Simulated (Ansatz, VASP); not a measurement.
## Two plane-wave programs on ZnS

```
CELL_PARAMETERS angstrom
0.00000 2.59357 2.59357
2.59357 0.00000 2.59357
2.59357 2.59357 0.00000
ATOMIC_POSITIONS crystal
Zn 0.00000 0.00000 0.00000
S 0.50000 0.50000 0.50000
```

Change from the starting cell: volume scaled by 1.05, PAW files.

Alike in both runs: task electric field gradients; functional PBE; k mesh 15 × 15 × 15; occupations fermi-dirac, width 0.05 eV; no spin polarisation.

|  | VASP | Ansatz |
| --- | --- | --- |
| version | VASP 6.6.1 | Ansatz 0.2.0 |
| potentials or method | VASP PAW PBE potentials, release 64 (Zn, S) | PAW with Ansatz's default frozen-core files, scalar-relativistic |
| plane-wave cutoff (eV) | 520 | 420 |
| valence electrons in the cell | 18 | 18 |

VASP gave:

- pressure (GPa): -3.6

Problem. What did Ansatz give for the same quantities?

Solution. Pressure (GPa): -3.7.
